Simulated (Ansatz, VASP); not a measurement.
## Ge5Pt3: VASP beside Ansatz

The input INCAR:

```
ALGO = Normal ; EDIFF = 1E-7
EDIFFG = -0.04 ; ENCUT = 500
GGA = PE ; GGA_COMPAT = F
IBRION = 2 ; ISIF = 3
ISMEAR = 0 ; LASPH = T
LCHARG = F ; LREAL = F
LWAVE = F ; NELM = 120
NELMIN = 4 ; NSW = 90
PREC = Accurate ; SIGMA = 0.1
```

Contents of KPOINTS:

```
k-points
0
Gamma
  4 4 4
```

POSCAR

```
Ge5Pt3
1.0
    4.7354654500      0.0000000000      0.0000000000
    0.0000000000      4.7354654500      0.0000000000
    0.0000000000      0.0000000000      4.7354654500
Ge Pt
5 3
Direct
    0.0000000000      0.0000000000      0.0000000000
    0.5000000000      0.5000000000      0.5000000000
    0.0000000000      0.5000000000      0.5000000000
    0.5000000000      0.0000000000      0.5000000000
    0.5000000000      0.5000000000      0.0000000000
    0.5000000000      0.0000000000      0.0000000000
    0.0000000000      0.5000000000      0.0000000000
    0.0000000000      0.0000000000      0.5000000000
```

Input for Ansatz:

```yaml
crystal:
  lattice:
    - [4.73546545, 0.0, 0.0]
    - [0.0, 4.73546545, 0.0]
    - [0.0, 0.0, 4.73546545]
  atoms:
    - { symbol: Ge, position: [0.0, 0.0, 0.0] }
    - { symbol: Ge, position: [0.5, 0.5, 0.5] }
    - { symbol: Ge, position: [0.0, 0.5, 0.5] }
    - { symbol: Ge, position: [0.5, 0.0, 0.5] }
    - { symbol: Ge, position: [0.5, 0.5, 0.0] }
    - { symbol: Pt, position: [0.5, 0.0, 0.0] }
    - { symbol: Pt, position: [0.0, 0.5, 0.0] }
    - { symbol: Pt, position: [0.0, 0.0, 0.5] }
basis:
  ecutwfc: 420
kpoints:
  mp_grid: { grid: [4, 4, 4] }
hamiltonian:
  xc: pbe
scf:
  occupations: { method: gaussian, width: 0.1 }
  lower_state_search: "off"
output:
  forces: true
  stress: true
  eigenvalues: true
relax:
  adjacent_minimum: "off"
  f_tol: 0.04
  max_steps: 70
  cell: { stress_tol: 0.4 }
```

Alike in both runs: task relaxation of cell and atoms; functional PBE; k mesh 4 × 4 × 4; occupations gaussian, width 0.1 eV; no spin polarisation.

```csv
,VASP,Ansatz
version,VASP 6.6.1,Ansatz 0.2.0
potentials or method,"VASP PAW PBE potentials, release 64 (Ge_d, Pt), cutoff 500 eV","scalar-relativistic, plane waves, PAW"
valence electrons in the cell,100,124
```

Ansatz gave:

- gap on the k mesh at the Fermi level, each at its own relaxed structure (eV): none
- relaxed volume (Å³/atom): 18.10
- relaxed cell length with the largest relative difference (Å): 5.251

Task: Which values does VASP return?

Result: gap on the k mesh at the Fermi level, each at its own relaxed structure (eV): none; relaxed volume (Å³/atom): 18.08; relaxed cell length with the largest relative difference (Å): 5.250.

A gap of «none» marks a metal or a gap that the smearing closes. VASP's potentials hold 100 valence electrons a cell and Ansatz's 124, so a difference there can come from the potentials and not from the codes.

Spin-orbit coupling is off throughout. Noted on VASP's run: the volume moved by over 15 % at a fixed basis, so the end points are rough.
